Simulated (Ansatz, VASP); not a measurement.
Given: the input of a run of Ansatz 0.2.0 on BN.

The input input.yaml:

```yaml
crystal:
  lattice:
    - [2.51206, -0.00423, 0.0]
    - [-1.25237, 2.17762, 0.0]
    - [0.0, 0.0, 23.9016]
  atoms:
    - { symbol: B, position: [0.99404, 0.99457, 0.31379] }
    - { symbol: "N", position: [0.66071, 0.32791, 0.31379] }
kpoints:
  mp_grid: { grid: [12, 12, 1] }
scf:
  occupations: { method: fermi_dirac, width: 0.05 }
hamiltonian:
  xc: pbe
  pseudopotentials: { kind: all_electron, lapw: { basis_error: 0.001 } }
output:
  forces: true
  stress: true
  eigenvalues: true
  populations: true
```

Potentials or basis: all-electron LAPW, scalar-relativistic.

Command:

```sh
$ ansatz run input.yaml --threads 4 --pin off --max-ram 12288MiB --backend cpu --events-out ev --progress --plain --runs-dir out
```

Q: Set up the same calculation for VASP 6.6.1. Potentials there: VASP PAW PBE potentials, release 64 (B, N).

A: As run (the cutoff follows the program's own potentials):

File INCAR:

```
PREC = Accurate ; ENCUT = 520
EDIFF = 1E-7 ; ISMEAR = -1
SIGMA = 0.05 ; LREAL = F
LASPH = T ; NELM = 100
ALGO = Normal ; ISIF = 2
LWAVE = F ; LCHARG = F
GGA = PE ; NBANDS = 11
```

Contents of KPOINTS:

```
regular mesh
0
Gamma
  12 12 1
```

File POSCAR:

```
BN
1.0
    2.5120600000     -0.0042300000      0.0000000000
   -1.2523700000      2.1776200000      0.0000000000
    0.0000000000      0.0000000000     23.9016000000
B N
1 1
Direct
    0.9940400000      0.9945700000      0.3137900000
    0.6607100000      0.3279100000      0.3137900000
```

Potentials or basis: VASP PAW PBE potentials, release 64 (B, N).

Command:

```bash
$ cat potpaw_PBE.64/B/POTCAR potpaw_PBE.64/N/POTCAR > POTCAR
$ mpirun -np 1 vasp_std > vasp.out
```

Both were run:

|  | VASP | Ansatz | Ansatz less VASP |
| --- | --- | --- | --- |
| gap on the k mesh at the Fermi level (eV) | 4.66 | 4.66 | -0.001 |
| least direct gap on the mesh (eV) | 4.66 | 4.66 | -0.001 |

Ansatz ran all-electron here, and VASP with PAW potentials.
